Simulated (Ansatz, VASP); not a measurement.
## Two plane-wave programs on Be

```
CELL_PARAMETERS angstrom
2.22890 0.00000 0.00000
-1.11445 1.93029 0.00000
0.00000 0.00000 7.06880
ATOMIC_POSITIONS crystal
Be 0.00000 0.00000 0.00000
Be 0.00000 0.00000 0.50000
Be 0.33333 0.66667 0.25000
Be 0.66667 0.33333 0.75000
```

Alike in both runs: task single point; functional BLYP; k mesh 18 × 18 × 5; occupations fermi-dirac, width 0.1 eV; no spin polarisation.

|  | VASP | Ansatz |
| --- | --- | --- |
| version | VASP 6.6.1 | Ansatz 0.2.0 |
| potentials or method | VASP PAW PBE potentials, release 64 (Be), cutoff 520 eV | plane waves (420 eV) with PAW, scalar-relativistic |
| valence electrons in the cell | 8 | 8 |

Ansatz gave:

| Property | Result |
| --- | --- |
| pressure (GPa) | 5.2 |
| traceless stress, the component that is largest in VASP (GPa) | 1.13 |

Task: Estimate VASP's values.

Result: Pressure (GPa): 5.3; traceless stress, the component that is largest in VASP (GPa): 1.04.

VASP's potentials were made for PBE, not for BLYP. The functional is the same, so the differences come from potentials, cutoffs and numerics.
